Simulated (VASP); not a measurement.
SiGe6, 14 atoms in the cell. It takes space group R-3 (No. 148, trigonal). The conventional cell has a = 10.510 Å, b = 10.510 Å, c = 9.730 Å, α = 90.00°, β = 90.00°, γ = 120.00°. Si (site symmetry 3) has 1 Si at 2.43 Å and 3 Ge at 2.43 Å within 3.2 Å. Ge (site symmetry 1) has 4 Ge at 2.43 Å within 3.2 Å. Ge (site symmetry 1) has 3 Ge at 2.43 Å and 1 Si at 2.43 Å within 3.2 Å. 

```yaml
Program: VASP 6.6.1
Task: relaxation of cell and atoms
Functional: PBE
Potentials_or_basis: VASP PAW PBE potentials, release 64 (Si, Ge_d)
Cutoff: 600 eV
k_mesh: 3 × 3 × 3
Occupations: gaussian, width 0.2 eV
Spin: no spin polarisation
Dipole_correction: no
Further_INCAR_settings: ALGO = Normal; EDIFF = 1e-07; IBRION = 2; EDIFFG = -0.08; NSW = 36; ISIF = 3
```

Potentials or basis: VASP PAW PBE potentials, release 64 (Si, Ge_d).

Run with:

```sh
$ cat potpaw_PBE.64/Si/POTCAR potpaw_PBE.64/Ge_d/POTCAR > POTCAR
$ mpirun -np 1 vasp_std > vasp.out
```

Hardware: 1 thread of Oxide Virtual Turin-like Processor, with other jobs on the host.

Task: Estimate the wall time of this run.

Result: It took 20 min on 1 thread of Oxide Virtual Turin-like Processor, with other jobs on the host, peak memory 0.51 GiB. Counts: scf iterations 87, k points 6, ion steps 7.
